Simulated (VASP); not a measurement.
**Al47N48 (a cell with a defect): single point with PBEsol**

System: Al47N48 (a cell with a defect).

```
Al N
1.0
     9.34145    0.00000    0.00000
     0.00000   10.78657    0.00000
     0.00000    0.00000    9.96706
Al N
47 48
Direct
  0.16775 0.08463 0.25121
  0.16674 0.08378 0.74808
  0.00005 0.33503 0.25215
  0.00006 0.33439 0.74687
  0.50006 0.08314 0.24961
  0.50008 0.08374 0.74721
  0.33600 0.33432 0.25207
  0.33539 0.33397 0.74573
  0.16741 0.58250 0.24925
  0.16784 0.58235 0.74737
  0.00007 0.83313 0.24962
  0.00006 0.83229 0.74950
  0.83238 0.08464 0.25121
  0.83340 0.08379 0.74807
  0.66410 0.33435 0.25209
  0.66471 0.33399 0.74569
  0.50008 0.58076 0.25180
  0.50007 0.58131 0.74555
  0.33344 0.83153 0.25084
  0.33328 0.83276 0.74808
  0.83275 0.58252 0.24924
  0.83232 0.58237 0.74737
  0.66671 0.83153 0.25083
  0.66686 0.83277 0.74808
  0.00008 0.16935 0.49739
  0.00009 0.16753 0.99939
  0.33384 0.16981 0.49669
  0.33302 0.16638 0.99886
  0.17210 0.41490 0.49677
  0.16670 0.41585 0.99887
  0.00011 0.66475 0.49861
  0.00010 0.66535 0.99900
  0.66635 0.16983 0.49667
  0.66718 0.16638 0.99887
  0.50010 0.41647 0.98532
  0.33679 0.66472 0.49687
  0.33361 0.66679 0.99879
  0.16541 0.91654 0.49954
  0.16661 0.91675 0.99967
  0.82807 0.41493 0.49675
  0.83348 0.41585 0.99887
  0.66342 0.66474 0.49686
  0.66660 0.66680 0.99878
  0.50009 0.91535 0.49787
  0.50009 0.91651 0.99912
  0.83477 0.91655 0.49953
  0.83357 0.91675 0.99967
  0.00007 0.16726 0.19053
  0.00009 0.16683 0.68962
  0.33411 0.16439 0.18787
  0.33291 0.16486 0.68950
  0.16562 0.41757 0.18782
  0.16631 0.41688 0.68953
  0.00009 0.66694 0.18958
  0.00009 0.66643 0.69011
  0.66603 0.16441 0.18789
  0.66725 0.16487 0.68948
  0.50007 0.41665 0.18113
  0.50003 0.41657 0.72118
  0.33133 0.66694 0.18767
  0.33238 0.66769 0.68950
  0.16658 0.91686 0.19021
  0.16570 0.91628 0.69102
  0.83450 0.41758 0.18783
  0.83386 0.41690 0.68952
  0.66885 0.66695 0.18765
  0.66778 0.66771 0.68949
  0.50009 0.91518 0.19004
  0.50008 0.91600 0.68975
  0.83359 0.91687 0.19021
  0.83445 0.91630 0.69101
  0.16451 0.08067 0.44117
  0.16554 0.08241 0.93947
  0.00003 0.33615 0.44184
  0.00008 0.33305 0.93832
  0.50007 0.08114 0.43991
  0.50010 0.08247 0.93855
  0.31750 0.32405 0.43234
  0.32832 0.33015 0.94007
  0.16635 0.58403 0.43966
  0.16658 0.58332 0.93851
  0.00007 0.83168 0.44040
  0.00008 0.83259 0.94055
  0.83563 0.08069 0.44117
  0.83464 0.08242 0.93946
  0.68262 0.32410 0.43234
  0.67187 0.33016 0.94004
  0.50010 0.60214 0.43186
  0.50010 0.58883 0.93986
  0.33034 0.83558 0.44099
  0.33276 0.83434 0.93935
  0.83386 0.58410 0.43965
  0.83360 0.58332 0.93849
  0.66982 0.83560 0.44097
  0.66740 0.83435 0.93934
```

```
Program             : VASP 6.6.1
Task                : single point
Functional          : PBEsol
Potentials or basis : VASP PAW PBE potentials, release 64 (Al, N)
Cutoff              : 520 eV
k mesh              : 1 × 1 × 1, shifted
Occupations         : fermi-dirac, width 0.05 eV
Spin                : no spin polarisation
```

- Largest force: 0.030 eV/Å

Forces in eV/Å, atoms in the order of the input:
```
Al   0.004  0.004  0.002
Al   0.002 -0.001 -0.003
Al   0.001 -0.003 -0.001
Al   0.001 -0.004 -0.002
Al   0.000  0.000  0.001
Al   0.001  0.004  0.003
Al   0.005  0.010 -0.013
Al  -0.019 -0.012 -0.006
Al   0.000  0.004  0.000
Al   0.004  0.002 -0.003
Al   0.001 -0.002  0.003
Al   0.000  0.002  0.007
Al  -0.003  0.004  0.002
Al   0.000  0.000 -0.004
Al  -0.003  0.010 -0.015
Al   0.023 -0.012 -0.006
Al   0.000 -0.007 -0.016
Al   0.000  0.028 -0.008
Al  -0.005  0.001  0.002
Al  -0.004  0.006 -0.002
Al   0.000  0.002 -0.001
Al  -0.005  0.001 -0.004
Al   0.006  0.000  0.002
Al   0.006  0.006 -0.002
Al   0.000  0.003  0.004
Al   0.001 -0.003  0.001
Al   0.005 -0.020  0.003
Al  -0.004 -0.005 -0.006
Al  -0.013  0.019  0.009
Al   0.004 -0.007 -0.007
Al   0.000 -0.002 -0.001
Al   0.000  0.001  0.002
Al  -0.005 -0.020  0.004
Al   0.006 -0.003 -0.006
Al  -0.002 -0.006 -0.029
Al  -0.020  0.000  0.009
Al  -0.004 -0.002 -0.007
Al  -0.001 -0.008  0.003
Al   0.004 -0.003 -0.001
Al   0.014  0.018  0.011
Al  -0.004 -0.006 -0.007
Al   0.019 -0.001  0.010
Al   0.006 -0.001 -0.007
Al   0.000 -0.002  0.004
Al   0.000  0.000  0.001
Al   0.002 -0.008  0.003
Al  -0.002 -0.003 -0.001
N   -0.001 -0.002  0.002
N   -0.002 -0.002  0.001
N   -0.003 -0.003 -0.002
N   -0.006  0.000 -0.001
N   -0.002  0.003  0.000
N   -0.001 -0.006 -0.006
N    0.000  0.000  0.004
N    0.000 -0.001 -0.002
N    0.002 -0.003 -0.002
N    0.003  0.001 -0.002
N    0.000  0.002  0.001
N    0.001 -0.002 -0.010
N   -0.001  0.001 -0.001
N    0.005  0.002 -0.005
N    0.001 -0.001  0.003
N   -0.001  0.003 -0.003
N    0.002  0.002  0.000
N   -0.003 -0.005 -0.006
N   -0.001  0.001 -0.001
N   -0.005  0.001 -0.005
N   -0.002  0.001  0.003
N    0.000  0.002 -0.002
N   -0.002  0.000  0.003
N   -0.001  0.002 -0.004
N    0.001  0.000  0.004
N   -0.002  0.001  0.003
N   -0.001  0.003  0.005
N   -0.001  0.001  0.005
N    0.000 -0.004  0.007
N   -0.001  0.001  0.004
N    0.006  0.007  0.008
N    0.004  0.003  0.003
N   -0.001  0.000  0.006
N    0.001  0.000  0.004
N    0.001  0.003  0.005
N   -0.001  0.000 -0.001
N    0.000  0.000  0.004
N    0.000  0.000  0.003
N   -0.005  0.007  0.009
N   -0.005  0.002  0.004
N    0.000 -0.010  0.007
N    0.000 -0.003  0.006
N    0.002  0.004  0.004
N    0.000  0.000  0.001
N    0.002  0.000  0.007
N    0.000 -0.001  0.004
N   -0.002  0.002  0.004
N    0.000  0.000  0.001
```

Levels at points of the mesh, in eV from the Fermi level:
```
           k point  band 190  band 191  band 192  band 193  band 194  band 195
(0.25, 0.25, 0.25)     -1.49     -1.43     -1.23      2.27      2.46      2.56
```

Run time: 11 min on 1 thread of Intel(R) Xeon(R) Platinum 8488C (Sapphire Rapids), on a shared host, peak memory 0.89 GiB.

Caveat: the cell carries a net charge on a neutralising background, which shifts energy and pressure; the cell is charged against a uniform background, so pressure and absolute levels hang on convention; the PAW data sets were made with another functional, which shifts forces and pressure a little.
